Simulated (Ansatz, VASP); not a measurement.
## Two plane-wave programs on BiTe

File POSCAR:

```
BiTe
1.0
    0.0080875000      3.2350000000      3.2350000000
    3.2350000000      0.0080875000      3.2350000000
    3.2430875000      3.2430875000      0.0000000000
Bi Te
1 1
Direct
    0.0000000000      0.0000000000      0.0000000000
    0.5000000000      0.5000000000      0.5000000000
```

Contents of INCAR.step1:

```
SYSTEM = BiTe
ALGO = Normal ; EDIFF = 1E-4
ENCUT = 520 ; GGA = PE
ISMEAR = 0 ; LASPH = .TRUE.
LCHARG = .FALSE. ; LREAL = .FALSE.
LWAVE = .TRUE. ; NBANDS = 18
NELM = 100 ; PREC = Accurate
SIGMA = 0.15
```

File INCAR.step2:

```
SYSTEM = BiTe
ALGO = Normal ; EDIFF = 1E-6
ENCUT = 520 ; ISIF = 2
ISMEAR = 0 ; ISTART = 1
LASPH = .TRUE. ; LCHARG = .FALSE.
LMIXTAU = .TRUE. ; LREAL = .FALSE.
LWAVE = .FALSE. ; METAGGA = R2SCAN
NBANDS = 18 ; NELM = 100
PREC = Accurate ; SIGMA = 0.15
```

KPOINTS

```
k-points
0
G
  14 14 14
  0 0 0
```

Input for Ansatz:

```yaml
crystal:
  lattice:
    - [0.0080875, 3.235, 3.235]
    - [3.235, 0.0080875, 3.235]
    - [3.2430875, 3.2430875, 0.0]
  atoms:
    - { symbol: Bi, position: [0.0, 0.0, 0.0] }
    - { symbol: Te, position: [0.5, 0.5, 0.5] }
basis:
  ecutwfc: 500
kpoints:
  mp_grid: { grid: [14, 14, 14] }
hamiltonian:
  xc: r2scan
scf:
  occupations: { method: gaussian, width: 0.15 }
output:
  forces: true
  stress: true
  eigenvalues: true
```

Change from the starting cell: strain +0.0050 x Voigt [0, 0, 0, 0, 0, 1], atoms carried along.

Alike in both runs: task single point; functional r2SCAN; k mesh 14 × 14 × 14; occupations gaussian, width 0.15 eV; no spin polarisation.

```csv
,VASP,Ansatz
version,VASP 6.6.1,Ansatz 0.2.0
potentials or method,"VASP PAW PBE potentials, release 64 (Bi_d, Te), cutoff 520 eV","scalar-relativistic, plane waves, PAW"
valence electrons in the cell,21,31
```

|  | VASP | Ansatz | Ansatz less VASP |
| --- | --- | --- | --- |
| gap on the k mesh at the Fermi level (eV) | none | none | - |
| pressure (GPa) | 0.0 | 0.0 | +0.03 |

VASP's potentials were made for PBE, not for r2SCAN. A gap of «none» marks a metal or a gap that the smearing closes. VASP's potentials hold 21 valence electrons a cell and Ansatz's 31, so a difference there can come from the potentials and not from the codes.

Neither program's run includes spin-orbit coupling.
